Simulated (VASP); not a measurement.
A run of VASP 6.6.1 is set up as follows.

The input INCAR:

```
SYSTEM = MgS
ALGO = Normal ; EDIFF = 1E-6
ENCUT = 520 ; GGA = PE
ISIF = 2 ; ISMEAR = 0
LASPH = .TRUE. ; LCHARG = .TRUE.
LELF = .TRUE. ; LREAL = .FALSE.
LVHAR = .TRUE. ; LWAVE = .FALSE.
NBANDS = 26 ; NELM = 60
PREC = Accurate ; SIGMA = 0.02
```

The input KPOINTS:

```
k-points
0
G
  6 6 2
  0 0 0
```

Contents of POSCAR:

```
MgS
1.0
    4.1197660786      0.0000000000      0.0000000000
   -2.0598830393      3.5678220817      0.0000000000
    0.0000000000      0.0000000000     13.3365642105
Mg S
4 4
Direct
    0.0000000000      0.0000000000      0.0948572732
    0.0000000000      0.0000000000      0.5948572732
    0.3333333333      0.6666666667      0.3439525086
    0.6666666667      0.3333333333      0.8439525086
    0.0000000000      0.0000000000      0.4057262008
    0.0000000000      0.0000000000      0.9057262008
    0.3333333333      0.6666666667      0.1554640174
    0.6666666667      0.3333333333      0.6554640174
```

Potentials or basis: VASP PAW PBE potentials, release 64 (Mg, S).

Run with:

```bash
$ cat potpaw_PBE.64/Mg/POTCAR potpaw_PBE.64/S/POTCAR > POTCAR
$ mpirun -np 1 vasp_std > vasp.out
```

Task: What does it give for the pressure?

Result: -3.0 GPa.

Task: What does it give for the largest force?

Result: 0.009 eV/Å.

Forces on the atoms (eV/Å):
```
Mg   0.000  0.000 -0.004
Mg   0.000  0.000 -0.004
Mg   0.000  0.000 -0.005
Mg   0.000  0.000 -0.005
S    0.000  0.000  0.000
S    0.000  0.000  0.000
S    0.000  0.000  0.009
S    0.000  0.000  0.009
```
